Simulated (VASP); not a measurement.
# C (P6_3/mmc) in VASP: a series of runs

C is run at these levels: RPBE, PBE exchange alone; tasks: single point.

Program: VASP 6.6.1. These are calculated values, not measurements. Logs are shortened: lines on timing, memory, paths and dates and some standing lists are left out, and cuts for length are marked.

### 1 The cell of the first run

It takes space group P6_3/mmc (No. 194, hexagonal). The conventional cell has a = 2.471 Å, b = 2.471 Å, c = 8.069 Å, α = 90.00°, β = 90.00°, γ = 120.00°. Within 2.0 Å of C (site symmetry 3m) lie 4 C at 1.51 Å. Within 2.0 Å of C (site symmetry 3m) lie 4 C at 1.51 Å.

### 2 Single point, RPBE

File INCAR:

```
PREC = Accurate ; ENCUT = 520
EDIFF = 1E-6 ; ISMEAR = -1
SIGMA = 0.05 ; LREAL = F
LASPH = T ; NELM = 60
ALGO = Normal ; ISIF = 2
LWAVE = F ; LCHARG = F
GGA = RP ; NBANDS = 26
```

File KPOINTS:

```
regular mesh
0
Gamma
  12 12 4
```

File POSCAR:

```
C
1.0
    2.4706141248      0.0000000000      0.0000000000
   -1.2353070624      2.1396145950      0.0000000000
    0.0000000000      0.0000000000      8.0689487361
C
8
Direct
    0.6666666667      0.3333333333      0.8437500000
    0.3333333333      0.6666666667      0.3437500000
    0.6666666667      0.3333333333      0.6562500000
    0.3333333333      0.6666666667      0.1562500000
    0.0000000000      0.0000000000      0.9062500000
    0.0000000000      0.0000000000      0.4062500000
    0.0000000000      0.0000000000      0.5937500000
    0.0000000000      0.0000000000      0.0937500000
```

Potentials or basis: VASP PAW PBE potentials, release 64 (C).

The run is started by

```sh
$ cat potpaw_PBE.64/C/POTCAR > POTCAR
$ mpirun -np 1 vasp_std > vasp.out
```

OUTCAR:

```text
PREC = Accurate
   ENCUT = 520
   EDIFF = 1E-6
   ISMEAR = -1
   LREAL = F
   LASPH = T
   NELM = 60
   ISIF = 2
   GGA = RP

 ion  position               nearest neighbor table
   1  0.667  0.333  0.844-   3 1.51   5 1.51   5 1.51   5 1.51
   2  0.333  0.667  0.344-   4 1.51   6 1.51   6 1.51   6 1.51
   3  0.667  0.333  0.656-   1 1.51   7 1.51   7 1.51   7 1.51
   4  0.333  0.667  0.156-   2 1.51   8 1.51   8 1.51   8 1.51
   5  0.000  0.000  0.906-   8 1.51   1 1.51   1 1.51   1 1.51
   6  0.000  0.000  0.406-   7 1.51   2 1.51   2 1.51   2 1.51
   7  0.000  0.000  0.594-   6 1.51   3 1.51   3 1.51   3 1.51
   8  0.000  0.000  0.094-   5 1.51   4 1.51   4 1.51   4 1.51

  LATTYP: Found a hexagonal cell.
 ALAT       =     2.4706141248
 C/A-ratio  =     3.2659688355

  Lattice vectors:

 A1 = (   2.4706141248,   0.0000000000,   0.0000000000)
 A2 = (  -1.2353070624,   2.1396145950,   0.0000000000)
 A3 = (   0.0000000000,   0.0000000000,   8.0689487361)

Analysis of symmetry for initial positions (statically):
=====================================================================
 Subroutine PRICEL returns:
 Original cell was already a primitive cell.

 Routine SETGRP: Setting up the symmetry group for a
 hexagonal supercell.

 Subroutine GETGRP returns: Found 24 space group operations
 (whereof 12 operations were pure point group operations)
 out of a pool of 24 trial point group operations.

The static configuration has the point symmetry D_3d.
 The point group associated with its full space group is D_6h.

Analysis of symmetry for dynamics (positions and initial velocities):
=====================================================================
 Subroutine PRICEL returns:
 Original cell was already a primitive cell.

 Routine SETGRP: Setting up the symmetry group for a
 hexagonal supercell.

 Subroutine GETGRP returns: Found 24 space group operations
 (whereof 12 operations were pure point group operations)
 out of a pool of 24 trial point group operations.

The dynamic configuration has the point symmetry D_3d.
 The point group associated with its full space group is D_6h.

 Subroutine INISYM returns: Found 24 space group operations
 (whereof 12 operations are pure point group operations),
 and found     1 'primitive' translations

----------------------------------------------------------------------------------------

                                     Primitive cell

  volume of cell :      42.6538

  direct lattice vectors                    reciprocal lattice vectors
     2.470614125  0.000000000  0.000000000     0.404757663  0.233686946  0.000000000
    -1.235307062  2.139614595  0.000000000     0.000000000  0.467373892  0.000000000
     0.000000000  0.000000000  8.068948736     0.000000000  0.000000000  0.123931882

  length of vectors
     2.470614125  2.470614125  8.068948736     0.467373892  0.467373892  0.123931882

  position of ions in fractional coordinates (direct lattice)
     0.666666667  0.333333333  0.843750000
     0.333333333  0.666666667  0.343750000
     0.666666667  0.333333333  0.656250000
     0.333333333  0.666666667  0.156250000
     0.000000000  0.000000000  0.906250000
     0.000000000  0.000000000  0.406250000
     0.000000000  0.000000000  0.593750000
     0.000000000  0.000000000  0.093750000

  ion indices of the primitive-cell ions
   primitive index   ion index
                 1           1
                 2           2
                 3           3
                 4           4
                 5           5
                 6           6
                 7           7
                 8           8

----------------------------------------------------------------------------------------

 KPOINTS: regular mesh

Automatic generation of k-mesh.
 Grid dimensions read from file:
 generate k-points for:   12   12    4

 Generating k-lattice:

  Cartesian coordinates                     Fractional coordinates (reciprocal lattice)
     0.033729805  0.019473912  0.000000000     0.083333333 -0.000000000  0.000000000
     0.000000000  0.038947824  0.000000000     0.000000000  0.083333333  0.000000000
     0.000000000  0.000000000  0.030982970     0.000000000  0.000000000  0.250000000

  Length of vectors
     0.038947824  0.038947824  0.030982970

  Shift w.r.t. Gamma in fractional coordinates (k-lattice)
     0.000000000  0.000000000  0.000000000

 Subroutine IBZKPT returns following result:
 ===========================================

 Found     57 irreducible k-points:

 Following reciprocal coordinates:
            Coordinates               Weight
  0.000000  0.000000  0.000000      1.000000
  0.083333 -0.000000  0.000000      6.000000
  0.166667  0.000000  0.000000      6.000000
  0.250000 -0.000000  0.000000      6.000000
  0.333333 -0.000000  0.000000      6.000000
  0.416667 -0.000000  0.000000      6.000000
[... 16 lines left out ...]
  0.250000 -0.000000  0.250000     12.000000
  0.333333 -0.000000  0.250000     12.000000
 [... further k-points ...]
   k-points           NKPTS =     57   k-points in BZ     NKDIM =     57   number of bands    NBANDS=     26
   number of dos      NEDOS =    301   number of ions     NIONS =      8
   total plane-waves  NPLWV =  19440
   dimension x,y,z NGX =    18 NGY =   18 NGZ =   60
   dimension x,y,z NGXF=    36 NGYF=   36 NGZF=  120
   ions per type =               8
   NGX,Y,Z   is equivalent  to a cutoff of  12.11, 12.11, 12.36 a.u.
   NGXF,Y,Z  is equivalent  to a cutoff of  24.22, 24.22, 24.72 a.u.
 SYSTEM =  unknown system
   PREC   = accura    normal or accurate (medium, high low for compatibility)
   ISTART =      0    job   : 0-new  1-cont  2-samecut
   ICHARG =      2    charge: 1-file 2-atom 10-const
   ISPIN  =      1    spin polarized calculation?
   LNONCOLLINEAR =      F non collinear calculations
   LSORBIT =      F    spin-orbit coupling
   LASPH  =      T    aspherical Exc in radial PAW
   ENCUT  =  520.0 eV  38.22 Ry    6.18 a.u.   4.59  4.59 15.00*2*pi/ulx,y,z
   NELM   =     60;   NELMIN=  2; NELMDL= -5     # of ELM steps
   EDIFF  = 0.1E-05   stopping-criterion for ELM
   LREAL  =      F    real-space projection
[... 7 lines left out ...]
   TEBEG  =    0.0;   TEEND  =   0.0 temperature during run
   PSTRESS=    0.0 pullay stress
   NELECT =      32.0000    total number of electrons
   NUPDOWN=      -1.0000    fix difference up-down
   EMIN   =  10.00;   EMAX   =-10.00  energy-range for DOS
   EFERMI =   0.00;   METHOD = LEGACY
   ISMEAR =    -1;   SIGMA  =   0.05  broadening in eV -4-tet -1-fermi 0-gaus
   EFERMI_NEDOS =   21; number of points for ismear=-14 and -15
   IALGO  =     38    algorithm
   IMIX   =      4    mixing-type and parameters
     AMIX     =   0.40;   BMIX     =  1.00
     AMIX_MAG =   1.60;   BMIX_MAG =  1.00
  volume/ion in A,a.u.               =       5.33        35.98
  Fermi-wavevector in a.u.,A,eV,Ry     =   1.487553  2.811067 30.107147  2.212813
  Thomas-Fermi vector in A             =   2.600699
   LORBIT       =      0    0 simple, 1 ext, 2 COOP (PROOUT), +10 PAW based schemes
   GGA     = RP    functional components
   LHFCALC =     F    Hartree Fock is set to
   AEXX    =    0.0000 exact exchange contribution
   IVDW    =     0    specifies the selected vdW correction
   LEPSILON=     F    determine dielectric tensor
   LRPA    =     F    only Hartree local field effects (RPA)
 non-spin polarized calculation
  energy-cutoff  :      520.00
  volume of cell :       42.65
 maximum number of plane-waves:      1166
   NGX =  9   NGY =  9   NGZ = 31

 number of electron      31.9999992 magnetization

 Free energy of the ion-electron system (eV)
  ---------------------------------------------------
  ext. energy  EPLUGINS =         0.00000000
  ---------------------------------------------------
  free energy    TOTEN  =       -68.41037410 eV

  energy without entropy =      -68.41037410  energy(sigma->0) =      -68.41037410

 E-fermi :  11.8386     XC(G=0): -13.4832

 val. band max:       10.9197527445   @ k =   0.0000   0.0000   0.0000
 cond. band min:      15.4671642531   @ k =   0.4167  -0.0000   0.0000
 fundamental gap:      4.5474115086
 Fermi energy:        11.8385894302

 k-point     1 :       0.0000    0.0000    0.0000
  band No.  band energies     occupation
      1     -11.6539      2.00000
      2      -9.8842      2.00000
      3      -9.8308      2.00000
      4      -5.4917      2.00000
      5      -3.3605      2.00000
      6       3.8299      2.00000
[... 18 lines left out ...]
     25      19.6939      0.00000
     26      19.8786      0.00000

 k-point     2 :       0.0833   -0.0000    0.0000
  band No.  band energies     occupation
      1     -11.4757      2.00000
      2      -9.7093      2.00000
      3      -9.6550      2.00000
      4      -5.3339      2.00000
      5      -3.1939      2.00000
      6       3.9156      2.00000
[... 18 lines left out ...]
     25      20.0732      0.00000
     26      20.5212      0.00000

 k-point     3 :       0.1667    0.0000    0.0000
  band No.  band energies     occupation
      1     -10.9432      2.00000
      2      -9.1873      2.00000
      3      -9.1301      2.00000
      4      -4.8620      2.00000
      5      -2.7055      2.00000
      6       4.0788      2.00000
[... 18 lines left out ...]
     25      20.7617      0.00000
     26      21.8665      0.00000

 k-point     4 :       0.2500   -0.0000    0.0000
  band No.  band energies     occupation
      1     -10.0626      2.00000
      2      -8.3267      2.00000
      3      -8.2628      2.00000
      4      -4.0840      2.00000
      5      -1.9530      2.00000
      6       2.1811      2.00000
[... 18 lines left out ...]
     25      22.0694      0.00000
     26      22.1848      0.00000

 k-point     5 :       0.3333   -0.0000    0.0000
  band No.  band energies     occupation
      1      -8.8487      2.00000
      2      -7.1510      2.00000
      3      -7.0699      2.00000
      4      -3.0259      2.00000
      5      -1.3734      2.00000
      6      -0.0197      2.00000
[... 18 lines left out ...]
     25      22.9551      0.00000
     26      23.2203      0.00000

 k-point     6 :       0.4167   -0.0000    0.0000
  band No.  band energies     occupation
      1      -7.3450      2.00000
      2      -5.7688      2.00000
      3      -5.6045      2.00000
      4      -2.8672      2.00000
      5      -2.0089      2.00000
      6      -1.5224      2.00000
[... 427 lines left out ...]
 k-point    21 :       0.0833   -0.0000    0.2500
  band No.  band energies     occupation
      1     -11.3627      2.00000
      2     -10.4631      2.00000
      3      -8.6910      2.00000
      4      -6.2089      2.00000
      5      -2.1338      2.00000
      6       1.7835      2.00000
[... 18 lines left out ...]
     25      20.0213      0.00000
     26      20.4735      0.00000

 k-point    22 :       0.1667    0.0000    0.2500
  band No.  band energies     occupation
      1     -10.8307      2.00000
      2      -9.9353      2.00000
      3      -8.1740      2.00000
      4      -5.7178      2.00000
      5      -1.6749      2.00000
      6       2.1134      2.00000
[... 18 lines left out ...]
     25      21.3666      0.00000
     26      21.9865      0.00000

 k-point    23 :       0.2500   -0.0000    0.2500
  band No.  band energies     occupation
      1      -9.9510      2.00000
      2      -9.0635      2.00000
      3      -7.3220      2.00000
      4      -4.9115      2.00000
      5      -0.9808      2.00000
      6       2.1381      2.00000
[... 18 lines left out ...]
     25      21.6392      0.00000
     26      23.1088      0.00000

 k-point    24 :       0.3333   -0.0000    0.2500
  band No.  band energies     occupation
      1      -8.7387      2.00000
      2      -7.8653      2.00000
      3      -6.1593      2.00000
      4      -3.8274      2.00000
      5      -0.7897      2.00000
      6       0.1886      2.00000
[... 18 lines left out ...]
     25      21.8435      0.00000
     26      24.0916      0.00000

 [... further k-points ...]

------------------------ aborting loop because EDIFF is reached ----------------------------------------

  FORCE on cell =-STRESS in cart. coord.  units (eV):
  Direction    XX          YY          ZZ          XY          YZ          ZX
  --------------------------------------------------------------------------------------
  -------------------------------------------------------------------------------------
  Total        9.4556828      9.4556828     13.2884778      0.0000000     -0.0000000      0.0000000
  in kB      355.1779938    355.1779938    499.1469144      0.0000000     -0.0000000      0.0000000
  external PRESSURE =     403.1676340 kB  Pullay stress =       0.0000000 kB

 VOLUME and BASIS-vectors are now :
 -----------------------------------------------------------------------------
  energy-cutoff  :      520.00
  volume of cell :       42.65
      direct lattice vectors                 reciprocal lattice vectors
     2.470614125  0.000000000  0.000000000     0.404757663  0.233686946  0.000000000
    -1.235307062  2.139614595  0.000000000     0.000000000  0.467373892  0.000000000
     0.000000000  0.000000000  8.068948736     0.000000000  0.000000000  0.123931882

 POSITION                                       TOTAL-FORCE (eV/Angst)
 -----------------------------------------------------------------------------------
      1.23531      0.71320      6.80818         0.000000     -0.000000      0.353347
     -0.00000      1.42641      2.77370         0.000000      0.000000      0.353347
      1.23531      0.71320      5.29525        -0.000000      0.000000     -0.353347
     -0.00000      1.42641      1.26077        -0.000000      0.000000     -0.353347
      0.00000      0.00000      7.31248         0.000000     -0.000000      0.368014
      0.00000      0.00000      3.27801         0.000000      0.000000      0.368014
      0.00000      0.00000      4.79094        -0.000000     -0.000000     -0.368014
      0.00000      0.00000      0.75646         0.000000      0.000000     -0.368014
 -----------------------------------------------------------------------------------
    total drift:                                0.000000      0.000000      0.000000

  FREE ENERGIE OF THE ION-ELECTRON SYSTEM (eV)
  ---------------------------------------------------
  free  energy   TOTEN  =       -68.4103741032 eV

  energy  without entropy=      -68.4103741031  energy(sigma->0) =      -68.41037410
```

It took 32 s on 1 thread of Intel Xeon Platinum 8559C (Emerald Rapids), shared host; peak memory 0.16 GiB.

What came out:

- Free energy: -68.4104 eV
- Pressure: 40.3 GPa
- Largest force: 0.368 eV/Å
- Band gap on the k mesh: 4.55 eV (least direct gap 5.31 eV)

Forces in eV/Å, atoms in the order of the input:
```
C    0.000  0.000  0.353
C    0.000  0.000  0.353
C    0.000  0.000 -0.353
C    0.000  0.000 -0.353
C    0.000  0.000  0.368
C    0.000  0.000  0.368
C    0.000  0.000 -0.368
C    0.000  0.000 -0.368
```

Levels at points of the mesh, in eV from the valence-band top:
```
           k point  band 13  band 14  band 15  band 16  band 17  band 18  band 19  band 20
(0.00, 0.00, 0.00)    -1.86    -0.24     0.00     0.00     5.31     5.31     5.89     7.21
(0.50, 0.00, 0.00)    -5.33    -4.81    -3.95    -3.12     4.58     5.83     6.01     6.17
(0.00, 0.00, 0.50)    -0.73    -0.73    -0.73    -0.73     6.15     6.15     6.15     6.15
(0.50, 0.00, 0.50)    -5.01    -5.01    -3.90    -3.90     4.95     4.95     7.31     7.31
```

Caveat: the stress differs along the axes, from 36 to 50 GPa; the PAW data sets were made with another functional, which shifts forces and pressure a little.

[end of part 1 of 2]
